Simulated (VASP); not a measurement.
Write the native input for VASP 6.6.1 that does the following.

```
Task                   : single point
Functional             : PBE
Potentials or basis    : VASP PAW PBE potentials, release 64 (O, H, C)
Cutoff                 : 520 eV
k mesh                 : 1 × 1 × 1
Occupations            : fermi-dirac, width 0.05 eV
Spin                   : no spin polarisation
Dipole correction      : no
Further INCAR settings : LREAL = Auto; ALGO = Normal; EDIFF = 1e-06; NBANDS = 69
```

The structure of H22CO11 lies in POSCAR:

```
H22CO11
1.0
    7.1203670000      0.0000000000      0.0000000000
    0.0000000000      7.1203670000      0.0000000000
    0.0000000000      0.0000000000      7.1203670000
O H C
11 22 1
Direct
    0.6424668841      0.4683747341      0.0803891148
    0.2952656794      0.5946884479     -0.0738585525
    0.6337594677      0.0328353862      0.9873367482
    0.4652428730      0.3969598758      0.4850030904
    0.1367907019      0.0671313712      0.1919283093
    0.5760658123      0.7920518704      0.2536245674
    0.9562147569      0.3971564949      0.8349990949
    0.3200256391      1.1495334440      0.8599416294
    0.6931103411      0.8794490509      0.5870062596
    1.0269976253      0.0761758488      0.6268356673
    0.2735673597      0.7633173964      0.5520923289
    0.6268778000      0.5483986991      0.1912682310
    0.6114993792      0.3415975609      0.1149940726
    0.3539283860      0.6674234629     -0.1727439049
    0.4005973288      0.5498312095     -0.0024015616
    0.7320409187      0.0174710096      0.8960352746
    0.5292845158      0.0864983504      0.9075796234
    0.5648866133      0.3064448785      0.4660012609
    0.4004287981      0.3505437290      0.5973568497
    0.0070501984      0.1067641598      0.1768869498
    0.1605675663      0.0661201873      0.3373281181
    0.4432636689      0.7692861899      0.2865301746
    0.5871888345      0.8807411191      0.1358778276
    0.8515431859      0.4302306328      0.9121159064
    1.0639198794      0.4567601642      0.8948415159
    0.2439340556      1.1405732317      0.9845981253
    0.2188651231      1.0802813956      0.8010682595
    0.6457532315      0.7958297655      0.6900206127
    0.6363155158      0.8296201586      0.4580522324
    0.9923084021      0.1985010042      0.6790942096
    0.9036331976      0.0146762098      0.5991264214
    0.0294366849      0.6595165671      0.4752844903
    0.0445623098      0.7445402744      0.7293865611
    0.1052614282      0.7368440419      0.5775685439
```

The input as run:

INCAR

```
SYSTEM = H22CO11
PREC = Accurate
ENCUT = 520
EDIFF = 1E-6
ISMEAR = -1
SIGMA = 0.05
LREAL = Auto
LASPH = .TRUE.
NELM = 80
ALGO = Normal
ISIF = 2
LWAVE = .FALSE.
LCHARG = .TRUE.
GGA = PE
LELF = .TRUE.
LVHAR = .TRUE.
NBANDS = 69
```

KPOINTS

```
regular mesh
0
G
  1 1 1
  0 0 0
```

Potentials or basis: VASP PAW PBE potentials, release 64 (O, H, C).

Launch:

```console
$ cat potpaw_PBE.64/O/POTCAR potpaw_PBE.64/H/POTCAR potpaw_PBE.64/C/POTCAR > POTCAR
$ mpirun -np 1 vasp_gam > vasp.out
```

It gave:

```
Pressure               : 0.2 GPa
Largest force          : 3.266 eV/Å
Band gap on the k mesh : 3.65 eV
```

Caveat: the k points lie up to 0.88 Å⁻¹ apart; the atoms stand as in a frame of molecular dynamics.

Run time: 29 s on 1 thread of Intel(R) Xeon(R) 6975P-C (Granite Rapids) (shared host), peak memory 0.37 GiB.
